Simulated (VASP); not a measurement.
# MnAs (P6_3/mmc) in VASP: a series of runs

The runs below take MnAs through single point, with PBE.

Everything below comes from runs of VASP 6.6.1. Logs are shortened: lines on timing, memory, paths and dates and some standing lists are left out, and cuts for length are marked.

### 1 The cell of the first run

The structure is hexagonal, space group P6_3/mmc (No. 194). The conventional cell has a = 3.581 Å, b = 3.581 Å, c = 5.391 Å, α = 90.00°, β = 90.00°, γ = 120.00°. Mn (site symmetry -3m) has 6 As at 2.47 Å and 2 Mn at 2.70 Å within 3.3 Å. Within 3.4 Å of As (site symmetry -6m2) lie 6 Mn at 2.47 Å and 6 As at 3.40 Å.

### 2 Single point, PBE, collinear spin (14.97 Å³/atom)

File INCAR:

```
ALGO     = Normal         # electronic algorithm
EDIFF    = 1E-6           # SCF threshold, eV
ENCUT    = 500            # plane-wave cutoff, eV
GGA      = PE             # functional
GGA_COMPAT= F            
ISIF     = 2              # what is computed and relaxed
ISMEAR   = 0              # smearing method
ISPIN    = 2              # spin polarisation
LASPH    = T              # aspherical terms in the spheres
LCHARG   = F              # write CHGCAR
LMAXMIX  = 4              # l up to which the mixer works
LORBIT   = 11             # projections on sites
LREAL    = F              # projectors in reciprocal space
LWAVE    = F              # write WAVECAR
MAGMOM   = 3.14 3.14 -0.12 -0.12 # initial moments
NBANDS   = 30             # bands
NELM     = 200            # most SCF steps
PREC     = Accurate       # precision mode
SIGMA    = 0.1            # smearing width, eV
```

File KPOINTS:

```
k-points
0
Gamma
  12 12 8
```

File POSCAR:

```
MnAs
1.0
    3.5810295149      0.0000000000      0.0000000000
   -1.7905147574      3.1012625316      0.0000000000
    0.0000000000      0.0000000000      5.3912741688
Mn As
2 2
Direct
    0.0000000000      0.0000000000      0.0000000000
    0.0000000000      0.0000000000      0.5000000000
    0.3333333333      0.6666666667      0.2500000000
    0.6666666667      0.3333333333      0.7500000000
```

Potentials or basis: VASP PAW PBE potentials, release 64 (Mn_pv, As).

The run is started by

```
$ cat potpaw_PBE.64/Mn_pv/POTCAR potpaw_PBE.64/As/POTCAR > POTCAR
$ mpirun -np 1 vasp_std > vasp.out
```

OUTCAR:

```text
EDIFF = 1E-6
   ENCUT = 500
   GGA = PE
   ISIF = 2
   ISMEAR = 0
   ISPIN = 2
   LASPH = T
   LORBIT = 11
   LREAL = F
   NELM = 200
   PREC = Accurate

 ion  position               nearest neighbor table
   1  0.000  0.000  0.000-   3 2.47   4 2.47   3 2.47   4 2.47   4 2.47   3 2.47   2 2.70   2 2.70

   2  0.000  0.000  0.500-   3 2.47   4 2.47   3 2.47   4 2.47   4 2.47   3 2.47   1 2.70   1 2.70

   3  0.333  0.667  0.250-   1 2.47   2 2.47   1 2.47   2 2.47   1 2.47   2 2.47
   4  0.667  0.333  0.750-   1 2.47   2 2.47   1 2.47   2 2.47   1 2.47   2 2.47

  LATTYP: Found a hexagonal cell.
 ALAT       =     3.5810295149
 C/A-ratio  =     1.5055095599

  Lattice vectors:

 A1 = (   3.5810295149,   0.0000000000,   0.0000000000)
 A2 = (  -1.7905147574,   3.1012625316,   0.0000000000)
 A3 = (   0.0000000000,   0.0000000000,   5.3912741688)

Analysis of symmetry for initial positions (statically):
=====================================================================
 Subroutine PRICEL returns:
 Original cell was already a primitive cell.

 Routine SETGRP: Setting up the symmetry group for a
 hexagonal supercell.

 Subroutine GETGRP returns: Found 24 space group operations
 (whereof 12 operations were pure point group operations)
 out of a pool of 24 trial point group operations.

The static configuration has the point symmetry D_3d.
 The point group associated with its full space group is D_6h.

Analysis of symmetry for dynamics (positions and initial velocities):
=====================================================================
 Subroutine PRICEL returns:
 Original cell was already a primitive cell.

 Routine SETGRP: Setting up the symmetry group for a
 hexagonal supercell.

 Subroutine GETGRP returns: Found 24 space group operations
 (whereof 12 operations were pure point group operations)
 out of a pool of 24 trial point group operations.

The dynamic configuration has the point symmetry D_3d.
 The point group associated with its full space group is D_6h.

Analysis of structural, dynamic, and magnetic symmetry:
=====================================================================
 Subroutine PRICEL returns:
 Original cell was already a primitive cell.

 Routine SETGRP: Setting up the symmetry group for a
 hexagonal supercell.

 Subroutine GETGRP returns: Found 24 space group operations
 (whereof 12 operations were pure point group operations)
 out of a pool of 24 trial point group operations.

[... 130 lines left out ...]
   GGA     = PE    functional components
   LHFCALC =     F    Hartree Fock is set to
   AEXX    =    0.0000 exact exchange contribution
   IVDW    =     0    specifies the selected vdW correction
   LEPSILON=     F    determine dielectric tensor
   LRPA    =     F    only Hartree local field effects (RPA)
 spin polarized calculation
 Gauss-broadening in eV      SIGMA  =   0.10
  energy-cutoff  :      500.00
  volume of cell :       59.87
 maximum number of plane-waves:      1556
 NGX is ok and might be reduce to    28
   NGX = 13   NGY = 13   NGZ = 19

 number of electron      36.0000057 magnetization       5.1553789

 Free energy of the ion-electron system (eV)
  ---------------------------------------------------
  ext. energy  EPLUGINS =         0.00000000
  ---------------------------------------------------
  free energy    TOTEN  =       -28.21680047 eV

  energy without entropy =      -28.20357016  energy(sigma->0) =      -28.21018531

 E-fermi :   8.1360     XC(G=0): -11.7954

 val. band max:        8.1347711776   @ k =   0.2500  -0.0000   0.2500
 cond. band min:       8.1424311577   @ k =   0.0833  -0.0000   0.5000
 fundamental gap:      0.0076599801
 Fermi energy:         8.1360406586

 spin component 1

 k-point     1 :       0.0000    0.0000    0.0000
  band No.  band energies     occupation
      1     -41.4386      1.00000
      2     -41.4386      1.00000
      3     -41.4206      1.00000
      4     -41.4206      1.00000
      5     -41.2897      1.00000
      6     -41.1129      1.00000
[... 781 lines left out ...]
     29      18.5571      0.00000
     30      18.7718      0.00000

 [... further k-points ...]

 spin component 2

 k-point     1 :       0.0000    0.0000    0.0000
  band No.  band energies     occupation
      1     -38.6772      1.00000
      2     -38.5989      1.00000
      3     -38.5989      1.00000
      4     -38.5779      1.00000
      5     -38.5779      1.00000
      6     -38.4776      1.00000
[... 781 lines left out ...]
     29      18.7954      0.00000
     30      19.1314      0.00000

 [... further k-points ...]

------------------------ aborting loop because EDIFF is reached ----------------------------------------

  FORCE on cell =-STRESS in cart. coord.  units (eV):
  Direction    XX          YY          ZZ          XY          YZ          ZX
  --------------------------------------------------------------------------------------
  -------------------------------------------------------------------------------------
  Total        2.1038259      2.1038259      2.0666132      0.0000000      0.0000000      0.0000000
  in kB       56.2966471     56.2966471     55.3008658      0.0000000      0.0000000      0.0000000
  external PRESSURE =      55.9647200 kB  Pullay stress =       0.0000000 kB

 VOLUME and BASIS-vectors are now :
 -----------------------------------------------------------------------------
  energy-cutoff  :      500.00
  volume of cell :       59.87
      direct lattice vectors                 reciprocal lattice vectors
     3.581029515  0.000000000  0.000000000     0.279249304  0.161224661  0.000000000
    -1.790514757  3.101262532  0.000000000     0.000000000  0.322449322  0.000000000
     0.000000000  0.000000000  5.391274169     0.000000000  0.000000000  0.185484909

 POSITION                                       TOTAL-FORCE (eV/Angst)
 -----------------------------------------------------------------------------------
      0.00000      0.00000      0.00000        -0.000000      0.000000      0.000000
      0.00000      0.00000      2.69564        -0.000000      0.000000      0.000000
     -0.00000      2.06751      1.34782        -0.000000      0.000000      0.000000
      1.79051      1.03375      4.04346         0.000000     -0.000000     -0.000000
 -----------------------------------------------------------------------------------
    total drift:                               -0.000000      0.000000     -0.000000

  FREE ENERGIE OF THE ION-ELECTRON SYSTEM (eV)
  ---------------------------------------------------
  free  energy   TOTEN  =       -28.2168004654 eV

  energy  without entropy=      -28.2035701621  energy(sigma->0) =      -28.21018531

 total charge

# of ion       s       p       d       tot
------------------------------------------
    1        0.306   6.297   5.175  11.778
    2        0.306   6.297   5.175  11.778
    3        1.211   1.566   0.075   2.852
    4        1.211   1.566   0.075   2.852
--------------------------------------------------
tot          3.034  15.726  10.500  29.260

 magnetization (x)

# of ion       s       p       d       tot
------------------------------------------
    1        0.029   0.025   2.580   2.633
    2        0.029   0.025   2.580   2.633
    3       -0.002  -0.104   0.007  -0.100
    4       -0.002  -0.104   0.007  -0.100
--------------------------------------------------
tot          0.052  -0.158   5.173   5.067
```

stdout:

```text
POSCAR found type information on POSCAR MnAs
 POSCAR found :  2 types and       4 ions
 scaLAPACK will be used
 LDA part: xc-table for (Slater+PW92), standard interpolation
 POSCAR, INCAR and KPOINTS ok, starting setup
 FFT: planning ... GRIDC
 FFT: planning ... GRID_SOFT
 FFT: planning ... GRID
 WAVECAR not read
 entering main loop
```

It took 2.2 min on 1 thread of AMD EPYC 9R45 (Zen 5), shared host; peak memory 0.33 GiB.

Results:

- Free energy: -28.2168 eV
- Pressure: 5.6 GPa
- Net moment: 5.16 μB per cell
- Site moments: Mn +2.63; As -0.10 μB
- Valence electrons inside the program's atomic spheres: Mn 11.78; As 2.85

Stress tensor (GPa, compression positive):
```
5.63 0.00 0.00
0.00 5.63 0.00
0.00 0.00 5.53
```

Caveat: the cell stands under pressure.

### 3 Single point, PBE, collinear spin (15.45 Å³/atom)

This run uses another cell than the first one, of 15.45 Å³/atom.

File INCAR:

```
PREC = Accurate
ENCUT = 500
EDIFF = 1E-6
ISMEAR = 0
SIGMA = 0.1
LREAL = F
LASPH = T
NELM = 200
ALGO = Normal
ISIF = 2
LWAVE = F
LCHARG = F
ISPIN = 2
MAGMOM = 3.14 3.14 -0.12 -0.12
LORBIT = 11
LMAXMIX = 4
GGA = PE
NBANDS = 30
GGA_COMPAT = F
```

File KPOINTS:

```
regular mesh
0
Gamma
  12 12 8
```

File POSCAR:

```
MnAs
1.0
    3.6167200112      0.0000000000      0.0000000000
   -1.8083600056      3.1321714080      0.0000000000
    0.0000000000      0.0000000000      5.4540777102
Mn As
2 2
Direct
    0.0000000000      0.0000000000      0.0000000000
    0.0000000000      0.0000000000      0.5000000000
    0.3333333333      0.6666666667      0.2500000000
    0.6666666667      0.3333333333      0.7500000000
```

Potentials or basis: VASP PAW PBE potentials, release 64 (Mn_pv, As).

The run is started by

```
$ cat potpaw_PBE.64/Mn_pv/POTCAR potpaw_PBE.64/As/POTCAR > POTCAR
$ mpirun -np 1 vasp_std > vasp.out
```

OUTCAR:

```text
PREC = Accurate
   ENCUT = 500
   EDIFF = 1E-6
   ISMEAR = 0
   LREAL = F
   LASPH = T
   NELM = 200
   ISIF = 2
   ISPIN = 2
   LORBIT = 11
   GGA = PE

 ion  position               nearest neighbor table
   1  0.000  0.000  0.000-   3 2.49   4 2.49   3 2.49   4 2.49   4 2.49   3 2.49   2 2.73   2 2.73

   2  0.000  0.000  0.500-   3 2.49   4 2.49   3 2.49   4 2.49   4 2.49   3 2.49   1 2.73   1 2.73

   3  0.333  0.667  0.250-   1 2.49   2 2.49   1 2.49   2 2.49   1 2.49   2 2.49
   4  0.667  0.333  0.750-   1 2.49   2 2.49   1 2.49   2 2.49   1 2.49   2 2.49

  LATTYP: Found a hexagonal cell.
 ALAT       =     3.6167200112
 C/A-ratio  =     1.5080176772

  Lattice vectors:

 A1 = (   3.6167200112,   0.0000000000,   0.0000000000)
 A2 = (  -1.8083600056,   3.1321714080,   0.0000000000)
 A3 = (   0.0000000000,   0.0000000000,   5.4540777102)

Analysis of symmetry for initial positions (statically):
=====================================================================
 Subroutine PRICEL returns:
 Original cell was already a primitive cell.

 Routine SETGRP: Setting up the symmetry group for a
 hexagonal supercell.

 Subroutine GETGRP returns: Found 24 space group operations
 (whereof 12 operations were pure point group operations)
 out of a pool of 24 trial point group operations.

The static configuration has the point symmetry D_3d.
 The point group associated with its full space group is D_6h.

Analysis of symmetry for dynamics (positions and initial velocities):
=====================================================================
 Subroutine PRICEL returns:
 Original cell was already a primitive cell.

 Routine SETGRP: Setting up the symmetry group for a
 hexagonal supercell.

 Subroutine GETGRP returns: Found 24 space group operations
 (whereof 12 operations were pure point group operations)
 out of a pool of 24 trial point group operations.

The dynamic configuration has the point symmetry D_3d.
[... 166 lines left out ...]
  energy without entropy =      -28.25316414  energy(sigma->0) =      -28.25949179

 E-fermi :   7.7920     XC(G=0): -11.6348

 val. band max:        7.7892147954   @ k =   0.5000   0.0000   0.3750
 cond. band min:       7.7922046427   @ k =   0.2500   0.0833   0.3750
 fundamental gap:      0.0029898473
 Fermi energy:         7.7919808512

 spin component 1

 k-point     1 :       0.0000    0.0000    0.0000
  band No.  band energies     occupation
      1     -41.8745      1.00000
      2     -41.8745      1.00000
      3     -41.8588      1.00000
      4     -41.8588      1.00000
      5     -41.7017      1.00000
      6     -41.5462      1.00000
[... 781 lines left out ...]
     29      17.9089      0.00000
     30      18.2017      0.00000

 [... further k-points ...]

 spin component 2

 k-point     1 :       0.0000    0.0000    0.0000
  band No.  band energies     occupation
      1     -38.9203      1.00000
      2     -38.8844      1.00000
      3     -38.8844      1.00000
      4     -38.8660      1.00000
      5     -38.8660      1.00000
      6     -38.7432      1.00000
[... 781 lines left out ...]
     29      18.2098      0.00000
     30      18.5202      0.00000

 [... further k-points ...]

------------------------ aborting loop because EDIFF is reached ----------------------------------------

  FORCE on cell =-STRESS in cart. coord.  units (eV):
  Direction    XX          YY          ZZ          XY          YZ          ZX
  --------------------------------------------------------------------------------------
  -------------------------------------------------------------------------------------
  Total        0.9553591      0.9553591      1.0120398      0.0000000     -0.0000000     -0.0000000
  in kB       24.7739638     24.7739638     26.2437840      0.0000000     -0.0000000     -0.0000000
  external PRESSURE =      25.2639039 kB  Pullay stress =       0.0000000 kB

 VOLUME and BASIS-vectors are now :
 -----------------------------------------------------------------------------
  energy-cutoff  :      500.00
  volume of cell :       61.78
      direct lattice vectors                 reciprocal lattice vectors
     3.616720011  0.000000000  0.000000000     0.276493618  0.159633665  0.000000000
    -1.808360006  3.132171408  0.000000000     0.000000000  0.319267329  0.000000000
     0.000000000  0.000000000  5.454077710     0.000000000  0.000000000  0.183349056

 POSITION                                       TOTAL-FORCE (eV/Angst)
 -----------------------------------------------------------------------------------
      0.00000      0.00000      0.00000        -0.000000      0.000000     -0.000000
      0.00000      0.00000      2.72704        -0.000000      0.000000     -0.000000
     -0.00000      2.08811      1.36352         0.000000     -0.000000     -0.000000
      1.80836      1.04406      4.09056        -0.000000      0.000000      0.000000
 -----------------------------------------------------------------------------------
    total drift:                               -0.000000      0.000000     -0.000000

  FREE ENERGIE OF THE ION-ELECTRON SYSTEM (eV)
  ---------------------------------------------------
  free  energy   TOTEN  =       -28.2658194439 eV

  energy  without entropy=      -28.2531641395  energy(sigma->0) =      -28.25949179

 total charge

# of ion       s       p       d       tot
------------------------------------------
    1        0.299   6.281   5.144  11.724
    2        0.299   6.281   5.144  11.724
    3        1.213   1.551   0.068   2.832
    4        1.213   1.551   0.068   2.832
--------------------------------------------------
tot          3.023  15.665  10.423  29.111

 magnetization (x)

# of ion       s       p       d       tot
------------------------------------------
    1        0.030   0.024   2.723   2.778
    2        0.030   0.024   2.723   2.778
    3       -0.001  -0.115   0.007  -0.110
    4       -0.001  -0.115   0.007  -0.110
--------------------------------------------------
tot          0.058  -0.182   5.460   5.336
```

OSZICAR:

```text
N       E                     dE             d eps       ncg     rms          rms(c)
DAV:   1     0.349384571124E+03    0.34938E+03   -0.18817E+04 11760   0.127E+03
DAV:   2    -0.105246812821E+02   -0.35991E+03   -0.34237E+03 11538   0.379E+02
DAV:   3    -0.305401389743E+02   -0.20015E+02   -0.19522E+02 13322   0.975E+01
DAV:   4    -0.308714430053E+02   -0.33130E+00   -0.33064E+00 12482   0.123E+01
DAV:   5    -0.308754371037E+02   -0.39941E-02   -0.39939E-02 12980   0.148E+00    0.184E+01
DAV:   6    -0.316737128142E+02   -0.79828E+00   -0.23422E+01 12384   0.538E+01    0.201E+01
DAV:   7    -0.282566009118E+02    0.34171E+01   -0.11044E+01 12396   0.373E+01    0.531E+00
DAV:   8    -0.282687689403E+02   -0.12168E-01   -0.50215E-01 12186   0.411E+00    0.274E+00
DAV:   9    -0.282639060757E+02    0.48629E-02   -0.78542E-02 12728   0.239E+00    0.103E+00
DAV:  10    -0.282654223271E+02   -0.15163E-02   -0.12197E-02 12300   0.784E-01    0.482E-01
DAV:  11    -0.282657786149E+02   -0.35629E-03   -0.20107E-03 12676   0.372E-01    0.165E-01
DAV:  12    -0.282658176965E+02   -0.39082E-04   -0.34171E-04 13104   0.143E-01    0.477E-02
DAV:  13    -0.282658181670E+02   -0.47043E-06   -0.42787E-05 12396   0.384E-02    0.214E-02
DAV:  14    -0.282658197147E+02   -0.15477E-05   -0.87042E-06 12546   0.242E-02    0.710E-03
DAV:  15    -0.282658194439E+02    0.27075E-06   -0.11574E-06  7988   0.758E-03
   1 F= -.28265819E+02 E0= -.28259492E+02  d E =-.126553E-01  mag=     5.4270
```

Wall time 2.4 min (1 thread of AMD EPYC 9R45 (Zen 5), shared host); peak memory 0.34 GiB.

Results:

- Free energy: -28.2658 eV
- Pressure: 2.5 GPa
- Net moment: 5.43 μB per cell
- Site moments: Mn +2.78; As -0.11 μB
- Valence electrons inside the program's atomic spheres: Mn 11.72; As 2.83

Levels at points of the mesh, in eV from the Fermi level:
Spin up:
| k point | band 17 | band 18 | band 19 | band 20 | band 21 | band 22 | band 23 | band 24 | band 25 | band 26 |
| --- | --- | --- | --- | --- | --- | --- | --- | --- | --- | --- |
| (0.00, 0.00, 0.00) | -1.50 | -1.50 | 0.08 | 0.68 | 0.68 | 1.89 | 3.40 | 3.40 | 3.99 | 6.31 |
| (0.50, 0.00, 0.00) | -1.95 | -1.92 | -1.84 | -1.55 | -1.33 | 0.02 | 1.62 | 3.79 | 5.18 | 5.22 |
| (0.00, 0.00, 0.50) | -2.39 | -2.39 | -0.66 | -0.66 | 2.48 | 2.48 | 2.48 | 2.48 | 5.97 | 5.97 |
| (0.50, 0.00, 0.50) | -2.05 | -2.05 | -1.69 | -1.69 | 0.75 | 0.75 | 1.89 | 1.89 | 4.64 | 4.64 |
Spin down:
```csv
k point,band 11,band 12,band 13,band 14,band 15,band 16,band 17,band 18,band 19,band 20
"(0.00, 0.00, 0.00)",-3.26,-1.52,-0.47,-0.47,-0.23,-0.23,0.66,0.66,1.19,1.19
"(0.50, 0.00, 0.00)",-3.52,-3.45,-3.09,-2.22,-1.72,0.51,0.59,0.64,0.65,1.31
"(0.00, 0.00, 0.50)",-2.32,-2.32,-2.32,-2.32,0.16,0.16,0.16,0.16,0.79,0.79
"(0.50, 0.00, 0.50)",-2.70,-2.70,-2.52,-2.52,-0.29,-0.29,0.79,0.79,0.93,0.93
```
